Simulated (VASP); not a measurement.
Here is a VASP 6.6.1 calculation.

Contents of INCAR:

```
  PREC = Accurate
  ENCUT = 400
  EDIFF = 1E-6
  ISMEAR = -1
  SIGMA = 0.05
  LREAL = Auto
  LASPH = T
  NELM = 120
  ALGO = Normal
  ISIF = 2
  LWAVE = F
  LCHARG = F
  GGA = PS
  ISYM = -1
  NBANDS = 167
  GGA_COMPAT = F
```

Contents of KPOINTS:

```
explicit points
1
Reciprocal
  0.25000000   0.25000000   0.25000000 1
```

The input POSCAR:

```
Si63S
1.0
   10.8655790000      0.0000000000      0.0000000000
    0.0000000000     10.8655790000      0.0000000000
    0.0000000000      0.0000000000     10.8655790000
Si S
63 1
Direct
    0.0000050000      0.9997140000      0.9999680000
    0.9976930000      0.9972750000      0.4978990000
    0.9977110000      0.4976050000      0.9975540000
    0.0012280000      0.5004050000      0.5006740000
    0.4979200000      0.9972840000      0.9975680000
    0.5006480000      0.0010100000      0.5007080000
    0.5006500000      0.5004120000      0.0013010000
    0.1254080000      0.1251190000      0.1254520000
    0.1241880000      0.1239220000      0.6240140000
    0.1241810000      0.6237500000      0.1241740000
    0.1261880000      0.6260870000      0.6263760000
    0.6240570000      0.1237810000      0.1240540000
    0.6263390000      0.1260210000      0.6263590000
    0.6263270000      0.6260800000      0.1262990000
    0.6234670000      0.6233880000      0.6237070000
    0.2503380000      0.2500180000      0.9997390000
    0.2501380000      0.2498330000      0.4997370000
    0.2491560000      0.7495550000      0.0004740000
    0.2498320000      0.7520320000      0.5015450000
    0.7498200000      0.2489200000      0.0004110000
    0.7524160000      0.2494780000      0.5014580000
    0.7501610000      0.7498230000      0.9992530000
    0.7479530000      0.7476740000      0.4968770000
    0.3753330000      0.3750630000      0.1254760000
    0.3702290000      0.3702570000      0.6352060000
    0.3746060000      0.8740630000      0.1255200000
    0.3748950000      0.8767420000      0.6255730000
    0.8744400000      0.3743320000      0.1254070000
    0.8769430000      0.3746800000      0.6255250000
    0.8750940000      0.8748850000      0.1249990000
    0.8730280000      0.8727530000      0.6253270000
    0.2503480000      0.9993970000      0.2503220000
    0.2491130000      0.0002280000      0.7498870000
    0.2500900000      0.4994860000      0.2501350000
    0.2498290000      0.5012410000      0.7523050000
    0.7498030000      0.0001410000      0.2492120000
    0.7501210000      0.9989440000      0.7501110000
    0.7523340000      0.5011660000      0.2498190000
    0.7479810000      0.4965930000      0.7479980000
    0.3753710000      0.1251740000      0.3753000000
    0.3746090000      0.1252590000      0.8743640000
    0.3702010000      0.6349630000      0.3705350000
    0.3749490000      0.6252590000      0.8769680000
    0.8745040000      0.1251340000      0.3745500000
    0.8750790000      0.1247110000      0.8751220000
    0.8769260000      0.6252430000      0.3749460000
    0.8730700000      0.6250540000      0.8730430000
    0.9996910000      0.2500990000      0.2503050000
    0.0004190000      0.2488490000      0.7498310000
    0.0004120000      0.7495560000      0.2491180000
    0.9991790000      0.7498840000      0.7501440000
    0.4998060000      0.2496650000      0.2499140000
    0.5013970000      0.2497370000      0.7521420000
    0.5013910000      0.7518760000      0.2500150000
    0.4968350000      0.7478460000      0.7480890000
    0.1254340000      0.3750620000      0.3753550000
    0.1255400000      0.3742230000      0.8743640000
    0.1255100000      0.8740680000      0.3745390000
    0.1250030000      0.8748130000      0.8751260000
    0.6357920000      0.3694510000      0.3698040000
    0.6254670000      0.3747010000      0.8769220000
    0.6254630000      0.8766320000      0.3749920000
    0.6254040000      0.8727600000      0.8730730000
    0.4975430000      0.4975640000      0.4978620000
```

Potentials or basis: VASP PAW PBE potentials, release 64 (Si, S).

Command:

```bash
$ cat potpaw_PBE.64/Si/POTCAR potpaw_PBE.64/S/POTCAR > POTCAR
$ mpirun -np 1 vasp_std > vasp.out
```

(1) What does it give for the pressure?

(2) What does it give for the largest force?

## Answers

(1) -0.1 GPa.

(2) 0.032 eV/Å.

Caveat: the PAW data sets were made with another functional, which shifts forces and pressure a little.
